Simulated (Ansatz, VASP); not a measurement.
**BN in VASP and in Ansatz**

```
CELL_PARAMETERS angstrom
2.52269 0.00000 0.00000
-1.26135 2.18472 0.00000
0.00000 0.00000 4.17433
ATOMIC_POSITIONS crystal
B 0.33333 0.66667 0.99980
B 0.66667 0.33333 0.49980
N 0.33333 0.66667 0.37420
N 0.66667 0.33333 0.87420
```

Alike in both runs: functional LDA; k mesh 9 × 9 × 6; occupations gaussian, width 0.02 eV; no spin polarisation.

Ansatz relaxed the structure, and its values are those at the end. VASP's run is a single point on that final structure, the one shown.

|  | VASP | Ansatz |
| --- | --- | --- |
| version | VASP 6.6.1 | Ansatz 0.2.0 |
| potentials or method | VASP PAW LDA potentials, release 64 (B_h, N_h), cutoff 910 eV | scalar-relativistic, plane waves, PAW |
| valence electrons in the cell | 16 | 16 |

VASP gave:

- gap on the k mesh at the Fermi level (eV): 4.91
- least direct gap on the mesh (eV): 8.28

**Question.** Which values does Ansatz return?

**Answer.** gap on the k mesh at the Fermi level (eV): 4.92; least direct gap on the mesh (eV): 8.29.

Ansatz warns that its potentials were made for another functional, while VASP's fit it. LDA's correlation is that of Perdew and Zunger in VASP and of Perdew and Wang (1992) in Ansatz.

Noted on VASP's run: the cutoff is short for stress, so the pressure is rough.
